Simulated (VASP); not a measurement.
# Ta (P6_3/mmc) in VASP: notebook

Runs on Ta. Level: PBE. Tasks: single point, relaxation of cell and atoms.

Everything below comes from runs of VASP 6.6.1. Logs are shortened: lines on timing, memory, paths and dates and some standing lists are left out, and cuts for length are marked.

**1. The cell of the first run**

It takes space group P6_3/mmc (No. 194, hexagonal). The conventional cell has a = 2.339 Å, b = 2.339 Å, c = 3.921 Å, α = 90.00°, β = 90.00°, γ = 120.00°. Within 3.1 Å of Ta (site symmetry -6m2) lie 12 Ta at 2.34 to 2.38 Å.

This isn't the form of Ta at room conditions, which is bcc.

**2. Single point, PBE**

File INCAR:

```
SYSTEM = Ta
ALGO = Normal
EDIFF = 1E-6
ENCUT = 500
GGA = PE
GGA_COMPAT = .False.
ISIF = 2
ISMEAR = -1
LASPH = .True.
LCHARG = .True.
LELF = .True.
LREAL = .False.
LVHAR = .True.
LWAVE = .False.
NBANDS = 20
NELM = 120
PREC = Accurate
SIGMA = 0.08
```

File KPOINTS:

```
k-points
0
Gamma
  19 19 10
  0 0 0
```

File POSCAR:

```
Ta
1.0
    2.3390558776      0.0000000000      0.0000000000
   -1.1695279388      2.0256818108      0.0000000000
    0.0000000000      0.0000000000      3.9209527085
Ta
2
Direct
    0.3333333333      0.6666666667      0.2500000000
    0.6666666667      0.3333333333      0.7500000000
```

Potentials or basis: VASP PAW PBE potentials, release 64 (Ta_sv_GW).

On the command line:

```sh
cat potpaw_PBE.64/Ta_sv_GW/POTCAR > POTCAR
mpirun -np 1 vasp_std > vasp.out
```

OUTCAR:

```text
SYSTEM = Ta
   EDIFF = 1E-6
   ENCUT = 500
   GGA = PE
   ISIF = 2
   ISMEAR = -1
   LASPH = .True.
   LREAL = .False.
   NELM = 120
   PREC = Accurate

 ion  position               nearest neighbor table
   1  0.333  0.667  0.250-   2 2.38   2 2.38   2 2.38   2 2.38   2 2.38   2 2.38
   2  0.667  0.333  0.750-   1 2.38   1 2.38   1 2.38   1 2.38   1 2.38   1 2.38

  LATTYP: Found a hexagonal cell.
 ALAT       =     2.3390558776
 C/A-ratio  =     1.6762971531

  Lattice vectors:

 A1 = (   2.3390558776,   0.0000000000,   0.0000000000)
 A2 = (  -1.1695279388,   2.0256818108,   0.0000000000)
 A3 = (   0.0000000000,   0.0000000000,   3.9209527085)

Analysis of symmetry for initial positions (statically):
=====================================================================
 Subroutine PRICEL returns:
 Original cell was already a primitive cell.

 Routine SETGRP: Setting up the symmetry group for a
 hexagonal supercell.

 Subroutine GETGRP returns: Found 24 space group operations
 (whereof 12 operations were pure point group operations)
 out of a pool of 24 trial point group operations.

The static configuration has the point symmetry D_3d.
 The point group associated with its full space group is D_6h.

Analysis of symmetry for dynamics (positions and initial velocities):
=====================================================================
 Subroutine PRICEL returns:
 Original cell was already a primitive cell.

 Routine SETGRP: Setting up the symmetry group for a
 hexagonal supercell.

 Subroutine GETGRP returns: Found 24 space group operations
 (whereof 12 operations were pure point group operations)
 out of a pool of 24 trial point group operations.

The dynamic configuration has the point symmetry D_3d.
 The point group associated with its full space group is D_6h.

 Subroutine INISYM returns: Found 24 space group operations
 (whereof 12 operations are pure point group operations),
 and found     1 'primitive' translations

----------------------------------------------------------------------------------------

                                     Primitive cell

  volume of cell :      18.5782

  direct lattice vectors                    reciprocal lattice vectors
     2.339055878  0.000000000  0.000000000     0.427522920  0.246830473  0.000000000
    -1.169527939  2.025681811  0.000000000     0.000000000  0.493660946  0.000000000
     0.000000000  0.000000000  3.920952709     0.000000000  0.000000000  0.255040056

  length of vectors
     2.339055878  2.339055878  3.920952709     0.493660946  0.493660946  0.255040056

  position of ions in fractional coordinates (direct lattice)
     0.333333333  0.666666667  0.250000000
     0.666666667  0.333333333  0.750000000

  ion indices of the primitive-cell ions
   primitive index   ion index
                 1           1
                 2           2

----------------------------------------------------------------------------------------

 KPOINTS: k-points

Automatic generation of k-mesh.
 Grid dimensions read from file:
 generate k-points for:   19   19   10

 Generating k-lattice:

  Cartesian coordinates                     Fractional coordinates (reciprocal lattice)
     0.022501206  0.012991078  0.000000000     0.052631579  0.000000000  0.000000000
     0.000000000  0.025982155  0.000000000     0.000000000  0.052631579  0.000000000
     0.000000000  0.000000000  0.025504006     0.000000000  0.000000000  0.100000000

  Length of vectors
     0.025982155  0.025982155  0.025504006

  Shift w.r.t. Gamma in fractional coordinates (k-lattice)
     0.000000000  0.000000000  0.000000000

 Subroutine IBZKPT returns following result:
 ===========================================

 Found    240 irreducible k-points:

 Following reciprocal coordinates:
            Coordinates               Weight
  0.000000  0.000000  0.000000      1.000000
  0.052632 -0.000000  0.000000      6.000000
  0.105263 -0.000000  0.000000      6.000000
  0.157895 -0.000000  0.000000      6.000000
  0.210526  0.000000  0.000000      6.000000
  0.263158  0.000000  0.000000      6.000000
[... 16 lines left out ...]
  0.263158  0.105263  0.000000     12.000000
  0.315789  0.105263  0.000000     12.000000
 [... further k-points ...]
   k-points           NKPTS =    240   k-points in BZ     NKDIM =    240   number of bands    NBANDS=     20
   number of dos      NEDOS =    301   number of ions     NIONS =      2
   total plane-waves  NPLWV =   9720
   dimension x,y,z NGX =    18 NGY =   18 NGZ =   30
   dimension x,y,z NGXF=    36 NGYF=   36 NGZF=   60
   ions per type =               2
   NGX,Y,Z   is equivalent  to a cutoff of  12.79, 12.79, 12.72 a.u.
   NGXF,Y,Z  is equivalent  to a cutoff of  25.59, 25.59, 25.44 a.u.
 SYSTEM =  Ta
   PREC   = accura    normal or accurate (medium, high low for compatibility)
   ISTART =      0    job   : 0-new  1-cont  2-samecut
   ICHARG =      2    charge: 1-file 2-atom 10-const
   ISPIN  =      1    spin polarized calculation?
   LNONCOLLINEAR =      F non collinear calculations
   LSORBIT =      F    spin-orbit coupling
   LASPH  =      T    aspherical Exc in radial PAW
   ENCUT  =  500.0 eV  36.75 Ry    6.06 a.u.   4.26  4.26  7.15*2*pi/ulx,y,z
   NELM   =    120;   NELMIN=  2; NELMDL= -5     # of ELM steps
   EDIFF  = 0.1E-05   stopping-criterion for ELM
   LREAL  =      F    real-space projection
   EDIFFG = 0.1E-04   stopping-criterion for IOM
   NSW    =      0    number of steps for IOM
   IBRION =     -1    ionic relax: 0-MD 1-quasi-New 2-CG
   NFREE  =      0    steps in history (QN), initial steepest desc. (CG)
   ISIF   =      2    stress and relaxation
   ISYM   =      2    0-nonsym 1-usesym 2-fastsym
   POTIM  = 0.5000    time-step for ionic-motion
   TEBEG  =    0.0;   TEEND  =   0.0 temperature during run
   PSTRESS=    0.0 pullay stress
   NELECT =      26.0000    total number of electrons
   NUPDOWN=      -1.0000    fix difference up-down
   EMIN   =  10.00;   EMAX   =-10.00  energy-range for DOS
   EFERMI =   0.00;   METHOD = LEGACY
   ISMEAR =    -1;   SIGMA  =   0.08  broadening in eV -4-tet -1-fermi 0-gaus
   EFERMI_NEDOS =   21; number of points for ismear=-14 and -15
   IALGO  =     38    algorithm
   IMIX   =      4    mixing-type and parameters
     AMIX     =   0.40;   BMIX     =  1.00
     AMIX_MAG =   1.60;   BMIX_MAG =  1.00
  volume/ion in A,a.u.               =       9.29        62.69
  Fermi-wavevector in a.u.,A,eV,Ry     =   1.831182  3.460432 45.623422  3.353227
  Thomas-Fermi vector in A             =   2.885490
   LORBIT       =      0    0 simple, 1 ext, 2 COOP (PROOUT), +10 PAW based schemes
   GGA     = PE    functional components
   LHFCALC =     F    Hartree Fock is set to
   AEXX    =    0.0000 exact exchange contribution
   IVDW    =     0    specifies the selected vdW correction
   LEPSILON=     F    determine dielectric tensor
   LRPA    =     F    only Hartree local field effects (RPA)
 non-spin polarized calculation
  energy-cutoff  :      500.00
  volume of cell :       18.58
 maximum number of plane-waves:       485
 NGX is ok and might be reduce to    18
   NGX =  9   NGY =  9   NGZ = 15

 number of electron      25.9999998 magnetization

 Free energy of the ion-electron system (eV)
  ---------------------------------------------------
  ext. energy  EPLUGINS =         0.00000000
  ---------------------------------------------------
  free energy    TOTEN  =       -11.92064911 eV

  energy without entropy =      -11.89997286  energy(sigma->0) =      -11.91031098

 E-fermi :  22.8573     XC(G=0): -17.2045

 val. band max:       22.8566587406   @ k =   0.3684   0.0526   0.3000
 cond. band min:      22.8635294124   @ k =   0.1053   0.0526   0.3000
 fundamental gap:      0.0068706718
 Fermi energy:        22.8572887706

 k-point     1 :       0.0000    0.0000    0.0000
  band No.  band energies     occupation
      1     -45.6777      2.00000
      2     -44.3429      2.00000
      3     -15.7615      2.00000
      4      -9.0358      2.00000
      5      -9.0358      2.00000
      6      -8.5167      2.00000
[... 12 lines left out ...]
     19      32.1532      0.00000
     20      32.1532      0.00000

 k-point     2 :       0.0526   -0.0000    0.0000
  band No.  band energies     occupation
      1     -45.6447      2.00000
      2     -44.3224      2.00000
      3     -15.7049      2.00000
      4      -9.2577      2.00000
      5      -9.0989      2.00000
      6      -8.5363      2.00000
[... 12 lines left out ...]
     19      32.4001      0.00000
     20      33.5773      0.00000

 k-point     3 :       0.1053   -0.0000    0.0000
  band No.  band energies     occupation
      1     -45.5474      2.00000
      2     -44.2635      2.00000
      3     -15.5376      2.00000
      4      -9.8756      2.00000
      5      -9.2730      2.00000
      6      -9.0351      2.00000
[... 12 lines left out ...]
     19      32.9965      0.00000
     20      35.8553      0.00000

 k-point     4 :       0.1579   -0.0000    0.0000
  band No.  band energies     occupation
      1     -45.3928      2.00000
      2     -44.1735      2.00000
      3     -15.2646      2.00000
      4     -10.7698      2.00000
      5      -9.8820      2.00000
      6      -9.5224      2.00000
[... 12 lines left out ...]
     19      33.6926      0.00000
     20      38.0203      0.00000

 k-point     5 :       0.2105    0.0000    0.0000
  band No.  band energies     occupation
      1     -45.1922      2.00000
      2     -44.0642      2.00000
      3     -14.8956      2.00000
      4     -11.7978      2.00000
      5     -10.8474      2.00000
      6      -9.8084      2.00000
[... 12 lines left out ...]
     19      34.3125      0.00000
     20      39.5513      0.00000

 k-point     6 :       0.2632    0.0000    0.0000
  band No.  band energies     occupation
      1     -44.9612      2.00000
      2     -43.9507      2.00000
      3     -14.4459      2.00000
      4     -12.8321      2.00000
      5     -11.8139      2.00000
      6     -10.0963      2.00000
[... 12 lines left out ...]
     19      34.7744      0.00000
     20      39.3385      0.00000

 k-point     7 :       0.3158   -0.0000    0.0000
  band No.  band energies     occupation
      1     -44.7192      2.00000
      2     -43.8497      2.00000
      3     -13.9384      2.00000
      4     -13.7707      2.00000
      5     -12.6904      2.00000
      6     -10.3572      2.00000
[... 12 lines left out ...]
     19      35.0692      0.00000
     20      38.3611      0.00000
[... 277 lines left out ...]
 k-point    20 :       0.1053    0.1053    0.0000
  band No.  band energies     occupation
      1     -45.3042      2.00000
      2     -44.1239      2.00000
      3     -15.1039      2.00000
      4     -11.0258      2.00000
      5     -10.6099      2.00000
      6      -9.4505      2.00000
[... 12 lines left out ...]
     19      33.3021      0.00000
     20      39.6579      0.00000

 k-point    21 :       0.1579    0.1053    0.0000
  band No.  band energies     occupation
      1     -45.1106      2.00000
      2     -44.0219      2.00000
      3     -14.7412      2.00000
      4     -11.8721      2.00000
      5     -11.4313      2.00000
      6      -9.8203      2.00000
[... 12 lines left out ...]
     19      33.5544      0.00000
     20      41.3995      0.00000

 k-point    22 :       0.2105    0.1053    0.0000
  band No.  band energies     occupation
      1     -44.8875      2.00000
      2     -43.9164      2.00000
      3     -14.2988      2.00000
      4     -12.8098      2.00000
      5     -12.1779      2.00000
      6     -10.2456      2.00000
[... 12 lines left out ...]
     19      33.8236      0.00000
     20      40.8075      0.00000

 k-point    23 :       0.2632    0.1053    0.0000
  band No.  band energies     occupation
      1     -44.6536      2.00000
      2     -43.8233      2.00000
      3     -13.7991      2.00000
      4     -13.6874      2.00000
      5     -12.8518      2.00000
      6     -10.6445      2.00000
[... 12 lines left out ...]
     19      34.0113      0.00000
     20      39.7794      0.00000

 k-point    24 :       0.3158    0.1053    0.0000
  band No.  band energies     occupation
      1     -44.4314      2.00000
      2     -43.7571      2.00000
      3     -14.4122      2.00000
      4     -13.4146      2.00000
      5     -13.2769      2.00000
      6     -10.9691      2.00000
[... 12 lines left out ...]
     19      35.7753      0.00000
     20      38.9259      0.00000

 [... further k-points ...]

------------------------ aborting loop because EDIFF is reached ----------------------------------------

  FORCE on cell =-STRESS in cart. coord.  units (eV):
  Direction    XX          YY          ZZ          XY          YZ          ZX
  --------------------------------------------------------------------------------------
  -------------------------------------------------------------------------------------
  Total       55.9847651     55.9847651     55.8883681      0.0000000      0.0000000     -0.0000000
  in kB     4828.1084106   4828.1084102   4819.7951616      0.0000000      0.0000000     -0.0000000
  external PRESSURE =    4825.3373275 kB  Pullay stress =       0.0000000 kB

 VOLUME and BASIS-vectors are now :
 -----------------------------------------------------------------------------
  energy-cutoff  :      500.00
  volume of cell :       18.58
      direct lattice vectors                 reciprocal lattice vectors
     2.339055878  0.000000000  0.000000000     0.427522920  0.246830473  0.000000000
    -1.169527939  2.025681811  0.000000000     0.000000000  0.493660946  0.000000000
     0.000000000  0.000000000  3.920952709     0.000000000  0.000000000  0.255040056

 POSITION                                       TOTAL-FORCE (eV/Angst)
 -----------------------------------------------------------------------------------
     -0.00000      1.35045      0.98024         0.000000     -0.000000      0.000000
      1.16953      0.67523      2.94071        -0.000000      0.000000      0.000000
 -----------------------------------------------------------------------------------
    total drift:                               -0.000000      0.000000     -0.000000

  FREE ENERGIE OF THE ION-ELECTRON SYSTEM (eV)
  ---------------------------------------------------
  free  energy   TOTEN  =       -11.9206491120 eV

  energy  without entropy=      -11.8999728553  energy(sigma->0) =      -11.91031098
```

It took 67 s on 1 thread of Intel Xeon Platinum 8375C at 2.90GHz (Ice Lake), shared host; peak memory 0.19 GiB.

Results:

* Free energy: -11.9206 eV
* Pressure: 482.5 GPa
* Band gap on the k mesh: zero (bands 13 and 14 overlap by 5.60 eV)

Caveat: the cell stands under pressure; spin-orbit coupling is left out, which moves the levels of the heavy elements.

[end of part 1 of 2]
